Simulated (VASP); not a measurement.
## CsSnI3: single point with PBE

CsSnI3:

```
CELL_PARAMETERS angstrom
6.20570 0.00000 0.00000
0.00000 6.20570 0.00000
0.00000 0.00000 6.20570
ATOMIC_POSITIONS crystal
Cs 0.99540 0.99366 0.99756
I 0.50557 0.49643 0.00787
I 0.49834 0.99677 0.49596
I 0.01305 0.50280 0.49803
Sn 0.49958 0.50147 0.49721
```

| Item | Value |
| --- | --- |
| Program | VASP 6.6.1 |
| Task | single point |
| Functional | PBE |
| Potentials or basis | VASP PAW PBE potentials, release 64 (Cs_sv, I, Sn_d) |
| Cutoff | 520 eV |
| k mesh | 5 × 5 × 5 |
| Occupations | methfessel-paxton, width 0.05 eV |
| Spin | no spin polarisation |
| Dipole correction | no |
| Further INCAR settings | ALGO = Normal; EDIFF = 1e-06; NBANDS = 30 |

The pressure is 0.6 GPa and the largest force is 0.145 eV/Å. The band gap on the k mesh is 1.72 eV, direct.

Forces on the atoms (eV/Å):
```
Cs   0.006  0.004  0.002
I    0.022 -0.002 -0.120
I    0.036  0.039  0.031
I   -0.142 -0.014  0.027
Sn   0.078 -0.027  0.059
```

Levels at points of the mesh, in eV from the valence-band top:
| k point | band 19 | band 20 | band 21 | band 22 | band 23 | band 24 | band 25 | band 26 |
| --- | --- | --- | --- | --- | --- | --- | --- | --- |
| (0.00, 0.00, 0.00) | -1.48 | -1.32 | -1.31 | -1.31 | 3.05 | 3.97 | 3.97 | 4.31 |

Wall time 4.2 min on 1 thread of Intel(R) Xeon(R) 6975P-C (Granite Rapids), with other jobs on the host, peak memory 0.61 GiB.

Caveat: spin-orbit coupling is left out, which moves the levels of the heavy elements. PBE gaps usually lie below the measured ones, often by a third to a half.
